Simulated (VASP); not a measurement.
Wanted: the native input for a VASP 6.6.1 run.

```yaml
Task: single point
Functional: LDA
Potentials_or_basis: VASP PAW LDA potentials, release 64 (Sr_sv, Ag, O)
Cutoff: 520 eV
k_mesh: 6 × 6 × 6
Occupations: fermi-dirac, width 0.15 eV
Spin: no spin polarisation
Dipole_correction: no
Further_INCAR_settings: ALGO = Normal; EDIFF = 1e-06; NBANDS = 28
```

The structure of SrAgO3 lies in POSCAR:

```
SrAgO3
1.0
    3.9684008121      0.0000000000      0.0000000000
    0.0000000000      3.9684008121      0.0000000000
    0.0000000000      0.0000000000      3.9684008121
Sr Ag O
1 1 3
Direct
    0.0000000000      0.0000000000      0.0000000000
    0.5000000000      0.5000000000      0.5000000000
    0.5000000000      0.5000000000      0.0000000000
    0.5000000000      0.0000000000      0.5000000000
    0.0000000000      0.5000000000      0.5000000000
```

One way to write it, as run:

INCAR

```
ALGO = Normal
EDIFF = 1E-6
ENCUT = 520
GGA = CA
ISIF = 2
ISMEAR = -1
LASPH = True
LCHARG = False
LREAL = False
LWAVE = False
NBANDS = 28
NELM = 60
PREC = Accurate
SIGMA = 0.15
```

KPOINTS

```
k-points
0
Gamma
  6 6 6
```

Potentials or basis: VASP PAW LDA potentials, release 64 (Sr_sv, Ag, O).

Launch:

```bash
$ cat potpaw_LDA.64/Sr_sv/POTCAR potpaw_LDA.64/Ag/POTCAR potpaw_LDA.64/O/POTCAR > POTCAR
$ mpirun -np 1 vasp_std > vasp.out
```

It gave:

```yaml
Pressure: 0.8 GPa
```

Caveat: an odd number of electrons without spin polarisation forces a metal; a magnetic or distorted state may lie lower.

It took 14 s on 1 thread of Intel(R) Xeon(R) Platinum 8559C (Emerald Rapids), with other jobs on the host, peak memory 0.17 GiB.
